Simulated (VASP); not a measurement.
# NaCl (Fm-3m) in VASP: a series of runs

NaCl is run at these levels: RPBE+D4, revPBE+D4, revPBE+D3(BJ), BLYP+D3(BJ); tasks: single point, relaxation of cell and atoms.

All numbers are computed with VASP 6.6.1; they aren't measurements. Logs are shortened: lines on timing, memory, paths and dates and some standing lists are left out, and cuts for length are marked.

**1. The cell of the first run**

It takes space group Fm-3m (No. 225, cubic). The conventional cell has a = 5.719 Å, b = 5.719 Å, c = 5.719 Å, α = 90.00°, β = 90.00°, γ = 90.00°. Cl (site symmetry m-3m) has 6 Na at 2.86 Å within 3.8 Å. Na (site symmetry m-3m) has 6 Cl at 2.86 Å within 3.8 Å.

**2. Single point, RPBE+D4**

Contents of INCAR:

```
PREC = Accurate
ENCUT = 520
EDIFF = 1E-6
ISMEAR = -1
SIGMA = 0.05
LREAL = F
LASPH = T
NELM = 100
ALGO = Normal
ISIF = 2
LWAVE = F
LCHARG = T
GGA = RP
IVDW = 13
LELF = T
LVHAR = T
NBANDS = 14
```

Contents of KPOINTS:

```
regular mesh
0
Gamma
  8 8 8
```

Contents of POSCAR:

```
NaCl
1.0
    0.0000000000      2.8594323454      2.8594323454
    2.8594323454      0.0000000000      2.8594323454
    2.8594323454      2.8594323454      0.0000000000
Cl Na
1 1
Direct
    0.5000000000      0.5000000000      0.5000000000
    0.0000000000      0.0000000000      0.0000000000
```

Potentials or basis: VASP PAW PBE potentials, release 64 (Cl, Na_pv).

Launch:

```sh
cat potpaw_PBE.64/Cl/POTCAR potpaw_PBE.64/Na_pv/POTCAR > POTCAR
mpirun -np 1 vasp_std > vasp.out
```

OUTCAR:

```text
PREC = Accurate
   ENCUT = 520
   EDIFF = 1E-6
   ISMEAR = -1
   LREAL = F
   LASPH = T
   NELM = 100
   ISIF = 2
   GGA = RP
   IVDW = 13

 ion  position               nearest neighbor table
   1  0.500  0.500  0.500-
   2  0.000  0.000  0.000-

  LATTYP: Found a face centered cubic cell.
 ALAT       =     5.7188646908

  Lattice vectors:

 A1 = (   0.0000000000,   2.8594323454,   2.8594323454)
 A2 = (   2.8594323454,   0.0000000000,   2.8594323454)
 A3 = (   2.8594323454,   2.8594323454,   0.0000000000)

Analysis of symmetry for initial positions (statically):
=====================================================================
 Subroutine PRICEL returns:
 Original cell was already a primitive cell.

 Routine SETGRP: Setting up the symmetry group for a
 face centered cubic supercell.

 Subroutine GETGRP returns: Found 48 space group operations
 (whereof 48 operations were pure point group operations)
 out of a pool of 48 trial point group operations.

The static configuration has the point symmetry O_h .

Analysis of symmetry for dynamics (positions and initial velocities):
=====================================================================
 Subroutine PRICEL returns:
 Original cell was already a primitive cell.

 Routine SETGRP: Setting up the symmetry group for a
 face centered cubic supercell.

 Subroutine GETGRP returns: Found 48 space group operations
 (whereof 48 operations were pure point group operations)
 out of a pool of 48 trial point group operations.

The dynamic configuration has the point symmetry O_h .

 Subroutine INISYM returns: Found 48 space group operations
 (whereof 48 operations are pure point group operations),
 and found     1 'primitive' translations

----------------------------------------------------------------------------------------

                                     Primitive cell

  volume of cell :      46.7595

  direct lattice vectors                    reciprocal lattice vectors
     0.000000000  2.859432345  2.859432345    -0.174859881  0.174859881  0.174859881
     2.859432345  0.000000000  2.859432345     0.174859881 -0.174859881  0.174859881
     2.859432345  2.859432345  0.000000000     0.174859881  0.174859881 -0.174859881

  length of vectors
     4.043848004  4.043848004  4.043848004     0.302866198  0.302866198  0.302866198

  position of ions in fractional coordinates (direct lattice)
     0.500000000  0.500000000  0.500000000
     0.000000000  0.000000000  0.000000000

  ion indices of the primitive-cell ions
   primitive index   ion index
                 1           1
                 2           2

----------------------------------------------------------------------------------------

 KPOINTS: regular mesh

Automatic generation of k-mesh.
 Grid dimensions read from file:
 generate k-points for:    8    8    8

 Generating k-lattice:

  Cartesian coordinates                     Fractional coordinates (reciprocal lattice)
    -0.021857485  0.021857485  0.021857485     0.125000000  0.000000000  0.000000000
     0.021857485 -0.021857485  0.021857485     0.000000000  0.125000000  0.000000000
     0.021857485  0.021857485 -0.021857485     0.000000000  0.000000000  0.125000000

  Length of vectors
     0.037858275  0.037858275  0.037858275

  Shift w.r.t. Gamma in fractional coordinates (k-lattice)
     0.000000000  0.000000000  0.000000000

 Subroutine IBZKPT returns following result:
 ===========================================

 Found     29 irreducible k-points:

 Following reciprocal coordinates:
            Coordinates               Weight
  0.000000  0.000000  0.000000      1.000000
  0.125000  0.000000  0.000000      8.000000
  0.250000  0.000000  0.000000      8.000000
  0.375000  0.000000  0.000000      8.000000
  0.500000  0.000000  0.000000      4.000000
  0.125000  0.125000  0.000000      6.000000
[... 16 lines left out ...]
  0.500000  0.250000  0.125000     48.000000
 -0.375000  0.250000  0.125000     24.000000
 [... further k-points ...]
[... 43 lines left out ...]
 fundamental gap:      5.2772020687
 Fermi energy:         0.2640533481

 k-point     1 :       0.0000    0.0000    0.0000
  band No.  band energies     occupation
      1     -21.7614      2.00000
      2     -21.7613      2.00000
      3     -21.7613      2.00000
      4     -13.3946      2.00000
      5      -0.8372      2.00000
      6      -0.8372      2.00000
      7      -0.8372      2.00000
      8       4.4400      0.00000
      9      10.4085      0.00000
     10      10.4085      0.00000
     11      10.4085      0.00000
     12      12.4467      0.00000
     13      12.4467      0.00000
     14      14.2592      0.00000

 k-point     2 :       0.1250    0.0000    0.0000
  band No.  band energies     occupation
      1     -21.7648      2.00000
      2     -21.7616      2.00000
      3     -21.7616      2.00000
      4     -13.3542      2.00000
      5      -1.1636      2.00000
      6      -0.8734      2.00000
      7      -0.8734      2.00000
      8       4.9048      0.00000
      9       9.8976      0.00000
     10      10.5891      0.00000
     11      10.5891      0.00000
     12      12.1951      0.00000
     13      12.1951      0.00000
     14      15.0843      0.00000

 k-point     3 :       0.2500    0.0000    0.0000
  band No.  band energies     occupation
      1     -21.7729      2.00000
      2     -21.7622      2.00000
      3     -21.7622      2.00000
      4     -13.2540      2.00000
      5      -1.8193      2.00000
      6      -0.9583      2.00000
      7      -0.9583      2.00000
      8       5.8616      0.00000
      9       9.3149      0.00000
     10      10.6507      0.00000
     11      10.6508      0.00000
     12      12.4144      0.00000
     13      12.4144      0.00000
     14      14.7818      0.00000
[... 324 lines left out ...]
 k-point    23 :       0.5000    0.2500    0.1250
  band No.  band energies     occupation
      1     -21.7781      2.00000
      2     -21.7674      2.00000
      3     -21.7642      2.00000
      4     -13.1103      2.00000
      5      -2.2174      2.00000
      6      -1.4490      2.00000
      7      -1.1577      2.00000
      8       7.4405      0.00000
      9       8.8275      0.00000
     10       9.2417      0.00000
     11      11.1153      0.00000
     12      12.8934      0.00000
     13      15.1721      0.00000
     14      15.5078      0.00000

 k-point    24 :      -0.3750    0.2500    0.1250
  band No.  band energies     occupation
      1     -21.7798      2.00000
      2     -21.7678      2.00000
      3     -21.7648      2.00000
      4     -13.0776      2.00000
      5      -2.3235      2.00000
      6      -1.5181      2.00000
      7      -1.2058      2.00000
      8       7.6595      0.00000
      9       8.7484      0.00000
     10       9.5206      0.00000
     11      10.9400      0.00000
     12      13.4961      0.00000
     13      14.6982      0.00000
     14      15.6176      0.00000

 [... further k-points ...]

------------------------ aborting loop because EDIFF is reached ----------------------------------------

  DFT-D4 for vdW energy calculation

  Edisp (eV):   -0.33426

  FORCE on cell =-STRESS in cart. coord.  units (eV):
  Direction    XX          YY          ZZ          XY          YZ          ZX
  --------------------------------------------------------------------------------------
  -------------------------------------------------------------------------------------
  Total      -0.01105    -0.01105    -0.01105    -0.00000    -0.00000     0.00000
  in kB      -0.37857    -0.37857    -0.37857    -0.00000    -0.00000     0.00000
  external pressure =       -0.38 kB  Pullay stress =        0.00 kB

 VOLUME and BASIS-vectors are now :
 -----------------------------------------------------------------------------
  energy-cutoff  :      520.00
  volume of cell :       46.76
      direct lattice vectors                 reciprocal lattice vectors
     0.000000000  2.859432345  2.859432345    -0.174859881  0.174859881  0.174859881
     2.859432345  0.000000000  2.859432345     0.174859881 -0.174859881  0.174859881
     2.859432345  2.859432345  0.000000000     0.174859881  0.174859881 -0.174859881

 POSITION                                       TOTAL-FORCE (eV/Angst)
 -----------------------------------------------------------------------------------
      2.85943      2.85943      2.85943         0.000000     -0.000000     -0.000000
      0.00000      0.00000      0.00000         0.000000      0.000000      0.000000
 -----------------------------------------------------------------------------------
    total drift:                               -0.000000      0.000000      0.000000

  FREE ENERGIE OF THE ION-ELECTRON SYSTEM (eV)
  ---------------------------------------------------
  free  energy   TOTEN  =        -6.7838533265 eV

  energy  without entropy=       -6.7838533265  energy(sigma->0) =       -6.78385333
```

Run time: 21 s. Hardware: 1 thread of Intel Xeon 8259CL, shared host; peak memory 0.17 GiB.

What came out:

| Item | Value |
| --- | --- |
| Free energy | -6.7839 eV |
| Pressure | 0.0 GPa |
| Band gap on the k mesh | 5.28 eV |
| Dispersion energy per atom | -0.167 eV |

Levels at points of the mesh, in eV from the valence-band top:
```csv
k point,band 4,band 5,band 6,band 7,band 8,band 9,band 10,band 11
"(0.00, 0.00, 0.00)",-12.56,0.00,0.00,0.00,5.28,11.25,11.25,11.25
"(0.50, 0.00, 0.00)",-12.27,-1.74,-0.24,-0.24,7.49,10.57,11.06,11.06
"(0.50, 0.50, 0.00)",-12.22,-1.50,-0.54,-0.54,7.67,8.36,11.34,14.72
```

Caveat: the PAW data sets were made with another functional, which shifts forces and pressure a little. A k mesh can miss the band edges.

**3. Single point, revPBE+D4**

This run uses another cell than the first one, of 23.19 Å³/atom.

Contents of INCAR:

```
PREC = Accurate
ENCUT = 520
EDIFF = 1E-7
ISMEAR = -1
SIGMA = 0.05
LREAL = F
LASPH = T
NELM = 60
ALGO = Normal
ISIF = 2
LWAVE = F
LCHARG = F
GGA = RE
IVDW = 13
NBANDS = 14
```

Contents of KPOINTS:

```
Automatic mesh
0
Gamma
  8 8 8
```

Contents of POSCAR:

```
NaCl
1.0
    0.0000000000      2.8515067024      2.8515067024
    2.8515067024      0.0000000000      2.8515067024
    2.8515067024      2.8515067024      0.0000000000
Cl Na
1 1
Direct
    0.5000000000      0.5000000000      0.5000000000
    0.0000000000      0.0000000000      0.0000000000
```

Potentials or basis: VASP PAW PBE potentials, release 64 (Cl, Na_pv).

Launch:

```sh
cat potpaw_PBE.64/Cl/POTCAR potpaw_PBE.64/Na_pv/POTCAR > POTCAR
mpirun -np 1 vasp_std > vasp.out
```

It took 21 s on 1 thread of Intel Xeon 8259CL, shared host; peak memory 0.17 GiB.

It converged, with:

| Property | Result |
| --- | --- |
| Free energy | -6.7633 eV |
| Pressure | 0.0 GPa |
| Band gap on the k mesh | 5.26 eV |
| Dispersion energy per atom | -0.159 eV |

Levels at points of the mesh, in eV from the valence-band top:
| k point | band 4 | band 5 | band 6 | band 7 | band 8 | band 9 | band 10 | band 11 |
| --- | --- | --- | --- | --- | --- | --- | --- | --- |
| (0.00, 0.00, 0.00) | -12.58 | 0.00 | 0.00 | 0.00 | 5.26 | 11.23 | 11.23 | 11.23 |
| (0.50, 0.00, 0.00) | -12.28 | -1.77 | -0.24 | -0.24 | 7.45 | 10.61 | 11.06 | 11.06 |
| (0.50, 0.50, 0.00) | -12.23 | -1.53 | -0.55 | -0.55 | 7.68 | 8.31 | 11.34 | 14.76 |

Caveat: the PAW data sets were made with another functional, which shifts forces and pressure a little.

**4. Relaxation of cell and atoms, revPBE+D3(BJ)**

This run uses another cell than the first one, of 21.81 Å³/atom.

Contents of INCAR:

```
SYSTEM = NaCl
  PREC = Accurate
  ENCUT = 600
  EDIFF = 1E-7
  ISMEAR = -1
  SIGMA = 0.05
  LREAL = .False.
  LASPH = .True.
  NELM = 60
  ALGO = Normal
  ISIF = 3
  LWAVE = .False.
  LCHARG = .False.
  GGA = RE
  IVDW = 12
  IBRION = 2
  NSW = 60
  EDIFFG = -0.01
```

Contents of KPOINTS:

```
regular mesh
0
Gamma
  8 8 8
  0 0 0
```

Contents of POSCAR:

```
NaCl
1.0
    0.0000000000      2.7940632177      2.7940632177
    2.7940632177      0.0000000000      2.7940632177
    2.7940632177      2.7940632177      0.0000000000
Cl Na
1 1
Direct
    0.5000000000      0.5000000000      0.5000000000
    0.0000000000      0.0000000000      0.0000000000
```

Launch:

```sh
cat potpaw_PBE.64/Cl/POTCAR potpaw_PBE.64/Na_pv/POTCAR > POTCAR
mpirun -np 1 vasp_std > vasp.out
```

Wall time 15 s (1 thread of Intel Xeon 8259CL, shared host); peak memory 0.18 GiB.

The run converged. Its results:

```
Free energy                : -7.2448 eV
Pressure after relaxing    : 0.0 GPa
Band gap on the k mesh     : 5.49 eV
Dispersion energy per atom : -0.420 eV
```

Final structure:
```
Cl Na
1.0
     0.00000    2.79406    2.79406
     2.79406    0.00000    2.79406
     2.79406    2.79406    0.00000
Cl Na
1 1
Direct
  0.50000 0.50000 0.50000
  0.00000 0.00000 0.00000
```

Levels at points of the mesh, in eV from the valence-band top:
```tsv
k point	band 5	band 6	band 7	band 8	band 9	band 10
(0.00, 0.00, 0.00)	0.00	0.00	0.00	5.49	11.29	11.29
(0.50, 0.00, 0.00)	-1.95	-0.27	-0.27	7.55	11.10	11.20
(0.50, 0.50, 0.00)	-1.69	-0.61	-0.61	7.85	8.25	11.77
```

Caveat: the relaxation stopped at its first step, so nothing moved; the PAW data sets were made with another functional, which shifts forces and pressure a little.

**5. Relaxation of cell and atoms, revPBE+D4**

This run uses another cell than the first one, of 21.81 Å³/atom.

Contents of INCAR:

```
SYSTEM = NaCl
PREC = Accurate
ENCUT = 600
EDIFF = 1E-6
ISMEAR = -1
SIGMA = 0.05
LREAL = .False.
LASPH = .True.
NELM = 100
ALGO = Normal
ISIF = 3
LWAVE = .False.
LCHARG = .False.
GGA = RE
IVDW = 13
IBRION = 2
NSW = 60
EDIFFG = -0.01
```

KPOINTS is that of step 4.

POSCAR is that of step 4.

Launch:

```sh
cat potpaw_PBE.64/Cl/POTCAR potpaw_PBE.64/Na_pv/POTCAR > POTCAR
mpirun -np 1 vasp_std > vasp.out
```

Wall time 30 s (1 thread of Intel Xeon 8259CL, shared host); peak memory 0.18 GiB.

Results (log left out):

* Free energy: -6.7633 eV
* Relaxed volume: 23.25 Å³/atom
* Relaxed cell: a = 4.036 Å, b = 4.036 Å, c = 4.036 Å, α = 60.00°, β = 60.00°, γ = 60.00°
* Space group after relaxing (to 0.1 Å): Fm-3m (No. 225)
* Energy gained by relaxing: 6.4 meV/atom
* Ionic steps: 3
* Pressure after relaxing: 0.0 GPa
* Band gap on the k mesh: 5.25 eV
* Dispersion energy per atom: -0.159 eV

Step by step:
```csv
step,energy change (eV),largest force (eV/Å),pressure (GPa),volume (Å³)
1,0.0000,0.0000,1.58,43.63
2,-0.0098,0.0000,0.79,45.00
3,-0.0129,0.0000,0.01,46.50
```

Final structure:
```cif
data_structure
_symmetry_space_group_name_H-M 'P 1'
_symmetry_Int_Tables_number 1
_cell_length_a 4.0364
_cell_length_b 4.0364
_cell_length_c 4.0364
_cell_angle_alpha 60.000
_cell_angle_beta 60.000
_cell_angle_gamma 60.000
_cell_volume 46.50
loop_
_atom_site_label
_atom_site_type_symbol
_atom_site_fract_x
_atom_site_fract_y
_atom_site_fract_z
_atom_site_occupancy
Cl1 Cl 0.50000 0.50000 0.50000 1
Na1 Na 0.00000 0.00000 0.00000 1
```

Levels at points of the mesh, in eV from the valence-band top:
| k point | band 4 | band 5 | band 6 | band 7 | band 8 | band 9 | band 10 | band 11 |
| --- | --- | --- | --- | --- | --- | --- | --- | --- |
| (0.00, 0.00, 0.00) | -12.57 | 0.00 | 0.00 | 0.00 | 5.25 | 11.23 | 11.23 | 11.23 |
| (0.50, 0.00, 0.00) | -12.27 | -1.76 | -0.24 | -0.24 | 7.45 | 10.59 | 11.05 | 11.05 |
| (0.50, 0.50, 0.00) | -12.23 | -1.52 | -0.55 | -0.55 | 7.67 | 8.31 | 11.32 | 14.73 |

Caveat: the PAW data sets were made with another functional, which shifts forces and pressure a little. A k mesh can miss the band edges.

**6. Relaxation of cell and atoms, BLYP+D3(BJ)**

This run uses another cell than the first one, of 21.81 Å³/atom.

Contents of INCAR:

```
SYSTEM = NaCl
  PREC = Accurate
  ENCUT = 600
  EDIFF = 1E-6
  ISMEAR = -1
  SIGMA = 0.05
  LREAL = .FALSE.
  LASPH = .TRUE.
  NELM = 100
  ALGO = Normal
  ISIF = 3
  LWAVE = .FALSE.
  LCHARG = .FALSE.
  GGA = B5
  ALDAX = 1.0
  AGGAX = 1.0
  AGGAC = 1.0
  ALDAC = 0.0
  IVDW = 12
  VDW_S6 = 1.0
  VDW_S8 = 2.6996
  VDW_A1 = 0.4298
  VDW_A2 = 4.2359
  IBRION = 2
  NSW = 60
  EDIFFG = -0.01
```

Contents of KPOINTS:

```
Automatic mesh
0
G
  8 8 8
  0 0 0
```

POSCAR is that of step 5.

Potentials or basis: VASP PAW PBE potentials, release 64 (Cl, Na_pv).

Launch:

```sh
cat potpaw_PBE.64/Cl/POTCAR potpaw_PBE.64/Na_pv/POTCAR > POTCAR
mpirun -np 1 vasp_std > vasp.out
```

Run time: 52 s. Hardware: 1 thread of Intel Xeon 8259CL, shared host; peak memory 0.19 GiB.

Results (log left out):

| Quantity | Value |
| --- | --- |
| Free energy | -7.3636 eV |
| Relaxed volume | 20.83 Å³/atom |
| Relaxed cell | a = 3.891 Å, b = 3.891 Å, c = 3.891 Å, α = 60.00°, β = 60.00°, γ = 60.00° |
| Space group after relaxing (to 0.1 Å) | Fm-3m (No. 225) |
| Energy gained by relaxing | 4.2 meV/atom |
| Ionic steps | 4 |
| Pressure after relaxing | 0.0 GPa |
| Band gap on the k mesh | 5.47 eV |
| Dispersion energy per atom | -0.517 eV |

Step by step:
| step | energy change (eV) | largest force (eV/Å) | pressure (GPa) | volume (Å³) |
| --- | --- | --- | --- | --- |
| 1 | 0.0000 | 0.0000 | -1.30 | 43.63 |
| 2 | -0.0067 | 0.0000 | -0.59 | 42.52 |
| 3 | -0.0083 | 0.0000 | -0.11 | 41.82 |
| 4 | -0.0084 | 0.0000 | 0.01 | 41.67 |

Final structure:
```yaml
crystal:
  lattice:
    - [0.00000, 2.75158, 2.75158]
    - [2.75158, 0.00000, 2.75158]
    - [2.75158, 2.75158, 0.00000]
  atoms:
    - { symbol: Cl, position: [0.50000, 0.50000, 0.50000] }
    - { symbol: Na, position: [0.00000, 0.00000, 0.00000] }
```

Levels at points of the mesh, in eV from the valence-band top:
```csv
k point,band 4,band 5,band 6,band 7,band 8,band 9,band 10,band 11
"(0.00, 0.00, 0.00)",-12.81,0.00,0.00,0.00,5.47,11.21,11.21,11.21
"(0.50, 0.00, 0.00)",-12.39,-2.14,-0.31,-0.31,7.51,11.14,11.14,11.28
"(0.50, 0.50, 0.00)",-12.34,-1.84,-0.67,-0.67,7.70,8.14,11.99,15.44
```

Caveat: the PAW data sets were made with another functional, which shifts forces and pressure a little.

**7. The runs side by side**

```csv
task,level,cell,cutoff (eV),gap on the mesh (eV),pressure (GPa),relaxed volume (Å³/atom)
single point,RPBE+D4,"a = 4.044 Å, angles 60.0°, 2 atoms",520,5.28,0.0,-
single point,revPBE+D4,"a = 4.033 Å, angles 60.0°, 2 atoms",520,5.26,0.0,-
relaxation of cell and atoms,revPBE+D3(BJ),"relaxed from a = 3.951 Å, angles 60.0°, 2 atoms",600,5.49,0.0,-
relaxation of cell and atoms,revPBE+D4,"relaxed from a = 3.951 Å, angles 60.0°, 2 atoms",600,5.25,0.0,23.25
relaxation of cell and atoms,BLYP+D3(BJ),"relaxed from a = 3.951 Å, angles 60.0°, 2 atoms",600,5.47,0.0,20.83
```

Alike in all rows: potentials or basis VASP PAW PBE potentials, release 64 (Cl, Na_pv); no spin polarisation; k mesh 8 × 8 × 8; smearing fermi-dirac 0.05 eV.

Caveats: the PAW data sets were made with another functional, which shifts forces and pressure a little; the relaxation stopped at its first step, so nothing moved (at least some runs).

Total energies depend on the potentials used, so only differences within one code and one set of settings carry meaning.
